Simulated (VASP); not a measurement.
Pd: single point with PBEsol

The system is Pd.

```xyz
1
Lattice="0.0000 2.1832 1.5435 2.1832 0.0000 1.5435 2.1832 2.1832 0.0000" Properties=species:S:1:pos:R:3 pbc="T T T"
Pd    0.0000    0.0000    0.0000
```

This isn't the form of Pd at room conditions, which is fcc.

This cell differs from its parent crystal: ratio of the length along z to the lengths across it x 0.707, volume and fractional coordinates fixed.

* Program: VASP 6.6.1
* Task: single point
* Functional: PBEsol
* Potentials or basis: VASP PAW PBE potentials, release 64 (Pd)
* Cutoff: 520 eV
* k mesh: 24 × 24 × 24
* Occupations: gaussian, width 0.15 eV
* Spin: no spin polarisation
* Dipole correction: no
* Further INCAR settings: ALGO = Fast; EDIFF = 1e-06; NBANDS = 11

| Quantity | Value |
| --- | --- |
| Pressure | -1.0 GPa |
| Band gap on the k mesh | zero (bands 5 and 6 overlap by 1.70 eV) |

Levels at points of the mesh, in eV from the Fermi level:
| k point | band 2 | band 3 | band 4 | band 5 | band 6 | band 7 | band 8 | band 9 |
| --- | --- | --- | --- | --- | --- | --- | --- | --- |
| (0.00, 0.00, 0.00) | -2.98 | -2.98 | -2.98 | -0.95 | -0.95 | 19.33 | 19.33 | 19.34 |
| (0.50, 0.00, 0.00) | -4.20 | -1.03 | -0.71 | 0.63 | 1.31 | 7.94 | 15.09 | 17.82 |
| (0.50, 0.50, 0.00) | -5.29 | 0.23 | 0.23 | 0.23 | 9.17 | 9.17 | 9.17 | 17.72 |
| (0.50, 0.00, 0.50) | -4.20 | -1.03 | -0.71 | 0.63 | 1.31 | 7.94 | 15.10 | 17.83 |

Wall time 110 s on 1 thread of Intel(R) Xeon(R) Platinum 8488C (Sapphire Rapids), with other jobs on the host, peak memory 0.28 GiB.

Caveat: the PAW data sets were made with another functional, which shifts forces and pressure a little.
